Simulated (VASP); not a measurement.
A run of VASP 6.6.1 is set up as follows.

The input INCAR:

```
SYSTEM = CuI
ALGO     = Normal         ! electronic algorithm
EDIFF    = 1E-7           ! SCF threshold, eV
ENCUT    = 520            ! plane-wave cutoff, eV
GGA      = PS             ! functional
ISIF     = 2              ! what is computed and relaxed
ISMEAR   = 0              ! smearing method
LASPH    = .True.         ! aspherical terms in the spheres
LCHARG   = .False.        ! write CHGCAR
LREAL    = .False.        ! projectors in reciprocal space
LWAVE    = .False.        ! write WAVECAR
NBANDS   = 16             ! bands
NELM     = 100            ! most SCF steps
PREC     = Accurate       ! precision mode
SIGMA    = 0.05           ! smearing width, eV
```

File KPOINTS:

```
k-points
0
Gamma
  8 8 8
  0 0 0
```

Contents of POSCAR:

```
CuI
1.0
    0.0000000000      3.2002550925      2.7202168286
    3.2002550925      0.0000000000      2.7202168286
    3.2002550925      3.2002550925      0.0000000000
Cu I
1 1
Direct
    0.7500000000      0.7500000000      0.7500000000
    0.0000000000      0.0000000000      0.0000000000
```

Potentials or basis: VASP PAW PBE potentials, release 64 (Cu, I).

Launch:

```bash
$ cat potpaw_PBE.64/Cu/POTCAR potpaw_PBE.64/I/POTCAR > POTCAR
$ mpirun -np 1 vasp_std > vasp.out
```

(1) Estimate the pressure.

(2) What does it give for the band gap on the k mesh?

Answers

(1) -2.8 GPa.

(2) 0.92 eV.

Caveat: the PAW data sets were made with another functional, which shifts forces and pressure a little; spin-orbit coupling is left out, which moves the levels of the heavy elements.
